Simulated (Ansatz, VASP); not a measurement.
# One calculation of C, two programs

POSCAR

```
C
1.0
    0.0000000000      1.7623229011      1.7623229011
    1.7623229011      0.0000000000      1.7623229011
    1.7623229011      1.7623229011      0.0000000000
C
2
Direct
    0.0000000000      0.0000000000      0.0000000000
    0.2500000000      0.2500000000      0.2500000000
```

INCAR.step1

```
PREC = Accurate ; ENCUT = 520
EDIFF = 1E-5 ; ISMEAR = 0
SIGMA = 0.01 ; LREAL = False
LASPH = True ; NELM = 60
ALGO = Normal ; ISIF = 2
LWAVE = True ; LCHARG = False
GGA = PE ; NBANDS = 11
```

Contents of INCAR.step2:

```
PREC = Accurate ; ENCUT = 520
EDIFF = 1E-7 ; ISMEAR = 0
SIGMA = 0.01 ; LREAL = False
LASPH = True ; NELM = 60
ALGO = Normal ; ISIF = 2
LWAVE = False ; LCHARG = False
GGA = PE ; LHFCALC = True
HFSCREEN = 0.2079 ; PRECFOCK = Normal
ISTART = 1 ; NBANDS = 11
```

KPOINTS

```
regular mesh
0
Gamma
  8 8 8
```

Input for Ansatz:

```yaml
crystal:
  lattice:
    - [0.0, 1.7623229011, 1.7623229011]
    - [1.7623229011, 0.0, 1.7623229011]
    - [1.7623229011, 1.7623229011, 0.0]
  atoms:
    - { symbol: C, position: [0.0, 0.0, 0.0] }
    - { symbol: C, position: [0.25, 0.25, 0.25] }
kpoints:
  mp_grid: { grid: [8, 8, 8] }
  band_path:
    path:
      - [0.0, 0.0, 0.0]
      - [0.5, 0.0, 0.5]
      - [0.625, 0.25, 0.625]
      - [0.375, 0.375, 0.75]
      - [0.5, 0.5, 0.5]
      - [0.5, 0.25, 0.75]
      - [0.0, 0.364583, 0.364583]
    npoints: 1
hamiltonian:
  xc: hse06
scf:
  occupations: { method: fixed }
  n_extra_bands: 4
output:
  forces: true
  stress: true
  eigenvalues: true
```

Change from the starting cell: hydrostatic strain -1.0%.

Alike in both runs: task single point; functional HSE06; k mesh 8 × 8 × 8; no spin polarisation.

```csv
,VASP,Ansatz
version,VASP 6.6.1,Ansatz 0.2.0
potentials or method,"VASP PAW PBE potentials, release 64 (C)","plane waves, PAW"
plane-wave cutoff (eV),520,420
occupations,"gaussian, width 0.01 eV",fixed
valence electrons in the cell,8,8
```

|  | VASP | Ansatz | Ansatz less VASP |
| --- | --- | --- | --- |
| gap on the k mesh at the Fermi level (eV) | 5.37 | 5.37 | +0.008 |
| pressure (GPa) | 9.6 | 8.5 | -1.05 |

Ansatz's warnings: stress exchange threshold loose, stress scf threshold loose.
